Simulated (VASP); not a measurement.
Set up this calculation in VASP 6.6.1, as the native input.

```
Task                   : single point
Functional             : PBEsol
Potentials or basis    : VASP PAW PBE potentials, release 64 (Mg, B)
Cutoff                 : 520 eV
k mesh                 : 15 × 15 × 12
Occupations            : fermi-dirac, width 0.15 eV
Spin                   : no spin polarisation
Dipole correction      : no
Further INCAR settings : ALGO = Normal; EDIFF = 1e-06; NBANDS = 11
```

The structure of MgB2 lies in POSCAR:

```
MgB2
1.0
    3.0642156151      0.0000000000      0.0000000000
   -1.5321078075      2.6536885653      0.0000000000
    0.0000000000      0.0000000000      3.4984914478
Mg B
1 2
Direct
    0.0000000000      0.0000000000      0.0000000000
    0.3333333333      0.6666666667      0.5000000000
    0.6666666667      0.3333333333      0.5000000000
```

The input as run:

INCAR

```
SYSTEM = MgB2
  PREC = Accurate
  ENCUT = 520
  EDIFF = 1E-6
  ISMEAR = -1
  SIGMA = 0.15
  LREAL = .False.
  LASPH = .True.
  NELM = 60
  ALGO = Normal
  ISIF = 2
  LWAVE = .False.
  LCHARG = .True.
  GGA = PS
  LELF = .True.
  LVHAR = .True.
  NBANDS = 11
```

KPOINTS

```
regular mesh
0
Gamma
  15 15 12
  0 0 0
```

Potentials or basis: VASP PAW PBE potentials, release 64 (Mg, B).

The run is started by

```console
$ cat potpaw_PBE.64/Mg/POTCAR potpaw_PBE.64/B/POTCAR > POTCAR
$ mpirun -np 1 vasp_std > vasp.out
```

Results of the run:

| Quantity | Value |
| --- | --- |
| Pressure | 0.0 GPa |
| Band gap on the k mesh | zero (band 4 reaches 7.17 eV, above the bottom of band 5 at 3.29 eV) |

Caveat: the PAW data sets were made with another functional, which shifts forces and pressure a little.

Run time: 18 s on 1 thread of Intel(R) Xeon(R) 6975P-C (Granite Rapids) (shared host), peak memory 0.19 GiB.
